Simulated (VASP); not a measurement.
# Li (Fm-3m) in VASP: a series of runs, part 2 of 2

VASP 6.6.1.

## Step 6: Relaxation of cell and atoms, r2SCAN, target pressure 2 GPa, at which the enthalpy is minimised

This run uses another cell than the first one, of 20.98 Å³/atom.

POSCAR

```
Li
1.0
    0.0000000000      2.1890237976      2.1890237976
    2.1890237976      0.0000000000      2.1890237976
    2.1890237976      2.1890237976      0.0000000000
Li
1
Direct
    0.0000000000      0.0000000000      0.0000000000
```

INCAR.step1

```
PREC = Accurate
ENCUT = 600
ISMEAR = -1
SIGMA = 0.08
LREAL = F
LASPH = T
NELM = 60
GGA = PE
ALGO = Normal
EDIFF = 1E-4
LWAVE = T
LCHARG = F
```

INCAR.step2

```
PREC = Accurate
ENCUT = 600
EDIFF = 1E-7
ISMEAR = -1
SIGMA = 0.08
LREAL = F
LASPH = T
NELM = 60
ALGO = Normal
ISIF = 3
LWAVE = F
LCHARG = F
METAGGA = R2SCAN
LMIXTAU = T
IBRION = 2
NSW = 100
EDIFFG = -0.002
PSTRESS = 20.0
ISTART = 1
```

KPOINTS

```
regular mesh
0
Gamma
  22 22 22
```

Potentials or basis: VASP PAW PBE potentials, release 64 (Li_sv).

On the command line:

```bash
$ cat potpaw_PBE.64/Li_sv/POTCAR > POTCAR
$ cp INCAR.step1 INCAR
$ mpirun -np 1 vasp_std > vasp.out
$ cp INCAR.step2 INCAR
$ mpirun -np 1 vasp_std > vasp.out
```

OUTCAR:

```text
PREC = Accurate
   ENCUT = 600
   EDIFF = 1E-7
   ISMEAR = -1
   LREAL = F
   LASPH = T
   NELM = 60
   ISIF = 3
   METAGGA = R2SCAN
   IBRION = 2
   NSW = 100
   EDIFFG = -0.002
   PSTRESS = 20.0
   ISTART = 1

 ion  position               nearest neighbor table
   1  0.000  0.000  0.000-

  LATTYP: Found a face centered cubic cell.
 ALAT       =     4.3780475952

  Lattice vectors:

 A1 = (   0.0000000000,   2.1890237976,   2.1890237976)
 A2 = (   2.1890237976,   0.0000000000,   2.1890237976)
 A3 = (   2.1890237976,   2.1890237976,   0.0000000000)

Analysis of symmetry for initial positions (statically):
=====================================================================
 Subroutine PRICEL returns:
 Original cell was already a primitive cell.

 Routine SETGRP: Setting up the symmetry group for a
 face centered cubic supercell.

 Subroutine GETGRP returns: Found 48 space group operations
 (whereof 48 operations were pure point group operations)
 out of a pool of 48 trial point group operations.

The static configuration has the point symmetry O_h .

[... 164 lines left out ...]
  Direction    XX          YY          ZZ          XY          YZ          ZX
  --------------------------------------------------------------------------------------
  -------------------------------------------------------------------------------------
  Total       -0.0178474     -0.0178474     -0.0178474      0.0000000     -0.0000000      0.0000000
  in kB       -1.3630251     -1.3630251     -1.3630251      0.0000000     -0.0000000      0.0000000
  external PRESSURE =     -21.3630251 kB  Pullay stress =      20.0000000 kB
[... 98 lines left out ...]
--------------------------------------- Ionic step        4  -------------------------------------------

 number of electron       3.0000000 magnetization

 Free energy of the ion-electron system (eV)
  ---------------------------------------------------
  ext. energy  EPLUGINS =         0.00000000
  ---------------------------------------------------
  free energy    TOTEN  =        -2.37408419 eV

  energy without entropy =       -2.36484501  energy(sigma->0) =       -2.36946460

 E-fermi :   0.9872     XC(G=0):  -7.7577

 val. band max:        0.9389943647   @ k =   0.5000   0.1818   0.0455
 cond. band min:       1.0051014999   @ k =   0.5000   0.0909   0.0000
 fundamental gap:      0.0661071351
 Fermi energy:         0.9872160723

 k-point     1 :       0.0000    0.0000    0.0000
  band No.  band energies     occupation
      1     -46.9159      2.00000
      2      -3.0418      2.00000
      3      18.3024      0.00000
      4      18.3024      0.00000
      5      18.3024      0.00000
[... 177 lines left out ...]
 k-point    24 :      -0.4545    0.0455    0.0000
  band No.  band energies     occupation
      1     -46.8858      2.00000
      2       0.8579      1.66867
      3       4.7280      0.00000
      4      15.7062      0.00000
      5      16.0736      0.00000

 [... further k-points ...]

------------------------ aborting loop because EDIFF is reached ----------------------------------------

  FORCE on cell =-STRESS in cart. coord.  units (eV):
  Direction    XX          YY          ZZ          XY          YZ          ZX
  --------------------------------------------------------------------------------------
  -------------------------------------------------------------------------------------
  Total        0.2265538      0.2265538      0.2265538     -0.0000000      0.0000000     -0.0000000
  in kB       20.1301930     20.1301930     20.1301930     -0.0000000      0.0000000     -0.0000000
  external PRESSURE =       0.1301930 kB  Pullay stress =      20.0000000 kB
[... 20 lines left out ...]
  energy  without entropy=       -2.3648450132  energy(sigma->0) =       -2.36946460

  enthalpy is  TOTEN    =        -2.1489956678 eV   P V=        0.2250885252

 reached required accuracy - stopping structural energy minimisation
```

OSZICAR.step1:

```text
N       E                     dE             d eps       ncg     rms          rms(c)
DAV:   1     0.780406098779E+00    0.78041E+00   -0.76223E+02  3290   0.451E+02
DAV:   2    -0.177102509047E+01   -0.25514E+01   -0.24648E+01  4745   0.626E+01
DAV:   3    -0.190840466239E+01   -0.13738E+00   -0.13617E+00  4165   0.103E+01
DAV:   4    -0.191206775579E+01   -0.36631E-02   -0.36510E-02  4210   0.155E+00
DAV:   5    -0.191209592919E+01   -0.28173E-04   -0.28173E-04  4060   0.140E-01    0.247E-01
DAV:   6    -0.191092557498E+01    0.11704E-02   -0.28677E-04  5555   0.111E-01    0.140E-01
DAV:   7    -0.191028661271E+01    0.63896E-03   -0.68019E-04  5810   0.165E-01    0.279E-02
DAV:   8    -0.191028620730E+01    0.40540E-06   -0.75576E-06  1690   0.359E-02
   1 F= -.19102862E+01 E0= -.19050006E+01  d E =-.105713E-01
```

Run time: 23 min. Hardware: 1 thread of Oxide Virtual Turin-like, shared host; peak memory 0.15 GiB.

Results:

| Quantity | Value |
| --- | --- |
| Free energy | -2.3741 eV |
| Relaxed volume | 18.03 Å³/atom |
| Relaxed cell | a = 2.943 Å, b = 2.943 Å, c = 2.943 Å, α = 60.00°, β = 60.00°, γ = 60.00° |
| Space group after relaxing (to 0.1 Å) | Fm-3m (No. 225) |
| Energy change on relaxing (the run minimises the enthalpy) | +16.6 meV/atom |
| Ionic steps | 4 |
| Pressure after relaxing | 2.0 GPa |
| Band gap on the k mesh | zero (an odd number of electrons rules out a gap without spin polarisation) |

The path:
| step | energy change (eV) | largest force (eV/Å) | pressure (GPa) | volume (Å³) |
| --- | --- | --- | --- | --- |
| 1 | 0.0000 | 0.0000 | -0.14 | 20.98 |
| 2 | 0.0019 | 0.0000 | 0.25 | 20.14 |
| 3 | 0.0203 | 0.0000 | 2.26 | 17.76 |
| 4 | 0.0166 | 0.0000 | 2.01 | 18.03 |

Final structure:
```
Li
1.0
     0.00000    2.08130    2.08130
     2.08130    0.00000    2.08130
     2.08130    2.08130    0.00000
Li
1
Direct
  0.00000 0.00000 0.00000
```

Caveat: the cutoff is under 1.25 times the usual one of these potentials, so pressure, stress and relaxed cells hold a basis-set (Pulay) error; the cell is relaxed towards a set pressure, so the run minimises the enthalpy, not the energy; the PAW data sets were made with another functional, which shifts forces and pressure a little.

## Step 7: Overview

```tsv
task	cell	cutoff (eV)	gap on the mesh (eV)	pressure (GPa)
single point	a = 2.970 Å, angles 60.0°, 1 atom	520	none	-
single point	a = 3.023 Å, angles 60.0°, 1 atom	520	none	-
single point	a = 3.096 Å, angles 60.0°, 1 atom	520	none	-
relaxation of cell and atoms	relaxed to 1 GPa from a = 3.096 Å, angles 60.0°, 1 atom	600	none	1.0
relaxation of cell and atoms	relaxed to 2 GPa from a = 3.096 Å, angles 60.0°, 1 atom	600	none	2.0
```

Alike in all rows: level r2SCAN; potentials or basis VASP PAW PBE potentials, release 64 (Li_sv); no spin polarisation; k mesh 22 × 22 × 22; smearing fermi-dirac 0.08 eV.

Caveats: the cutoff is under 1.25 times the usual one of these potentials, so pressure, stress and relaxed cells hold a basis-set (Pulay) error; the PAW data sets were made with another functional, which shifts forces and pressure a little; the cell is relaxed towards a set pressure, so the run minimises the enthalpy, not the energy (at least some runs).

Absolute energies hang on the potentials; compare differences alone.
